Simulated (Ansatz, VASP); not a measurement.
**CdS: VASP beside Ansatz**

File POSCAR:

```
CdS
1.0
    3.8936750000      0.0000000000      0.0000000000
    1.9468375000      3.3720214641      0.0000000000
    1.9468375000      1.1240071547      3.1791723247
Cd S
1 1
Direct
    0.0000000000      0.0000000000      0.0000000000
    0.5000000000      0.5000000000      0.5000000000
```

The input INCAR.step1:

```
SYSTEM = CdS
ALGO = Normal ; EDIFF = 1E-4
ENCUT = 520 ; GGA = PE
ISMEAR = 0 ; LASPH = .True.
LCHARG = .False. ; LREAL = .False.
LWAVE = .True. ; NBANDS = 16
NELM = 100 ; PREC = Accurate
SIGMA = 0.01
```

File INCAR.step2:

```
SYSTEM = CdS
ALGO = Normal ; EDIFF = 1E-7
ENCUT = 520 ; ISIF = 2
ISMEAR = 0 ; ISTART = 1
LASPH = .True. ; LCHARG = .False.
LMIXTAU = .True. ; LREAL = .False.
LWAVE = .False. ; METAGGA = R2SCAN
NBANDS = 16 ; NELM = 100
PREC = Accurate ; SIGMA = 0.01
```

File KPOINTS:

```
k-points
0
Gamma
  6 6 6
  0 0 0
```

Input for Ansatz:

```yaml
crystal:
  lattice:
    a: 3.893675
    b: 3.893675
    c: 3.893675
    alpha: 60.0
    beta: 60.0
    gamma: 60.0
  atoms:
    - { symbol: Cd, position: [0.0, 0.0, 0.0] }
    - { symbol: S, position: [0.5, 0.5, 0.5] }
basis:
  ecutwfc: 700.0
kpoints:
  mp_grid:
    grid: [6, 6, 6]
hamiltonian:
  xc: r2scan
scf:
  occupations:
    method: fixed
output:
  stress: true
```

Alike in both runs: task single point; functional r2SCAN; k mesh 6 × 6 × 6; no spin polarisation.

|  | VASP | Ansatz |
| --- | --- | --- |
| version | VASP 6.6.1 | Ansatz 0.2.0 |
| potentials or method | VASP PAW PBE potentials, release 64 (Cd, S), cutoff 520 eV | plane waves, PAW |
| occupations | gaussian, width 0.01 eV | fixed |
| valence electrons in the cell | 18 | 26 |

|  | VASP | Ansatz | Ansatz less VASP |
| --- | --- | --- | --- |
| pressure (GPa) | -1.8 | -2.2 | -0.42 |

VASP's potentials were made for PBE, not for r2SCAN. VASP's potentials hold 18 valence electrons a cell and Ansatz's 26, so a difference there can come from the potentials and not from the codes.
